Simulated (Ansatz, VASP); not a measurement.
## Ta: VASP and Ansatz over several settings

```xyz
1
Lattice="-1.6513 1.6513 1.6513 1.6513 -1.6513 1.6513 1.6513 1.6513 -1.6513" Properties=species:S:1:pos:R:3 pbc="T T T"
Ta    0.0000    0.0000    0.0000
```

Single points on this cell with VASP 6.6.1 and Ansatz 0.2.0. Each row is one pair of runs. Alike in all rows: spin: off; smearing: fermi-dirac, width 0.05 eV.

| level | k mesh | VASP's potentials, cutoff | Ansatz's potentials, cutoff | gap on the k mesh at the Fermi level (eV), VASP | gap on the k mesh at the Fermi level (eV), Ansatz |
| --- | --- | --- | --- | --- | --- |
| HSE06 | 6 × 6 × 6 | VASP PAW PBE potentials, release 64 (Ta_sv_GW), 400 eV | Ansatz PAW, 420 eV | none | none |
| r2SCAN | 11 × 11 × 11 | VASP PAW PBE potentials, release 64 (Ta_sv_GW), 550 eV | Ansatz PAW, 500 eV | none | none |
| PBE0 | 6 × 6 × 6 | VASP PAW PBE potentials, release 64 (Ta_sv_GW), 400 eV | Ansatz PAW, 420 eV | none | none |

A gap of «none» marks a metal or a gap that the smearing closes.

The k mesh is coarse in some rows, so the values compare programs but aren't converged. Neither program's run includes spin-orbit coupling.
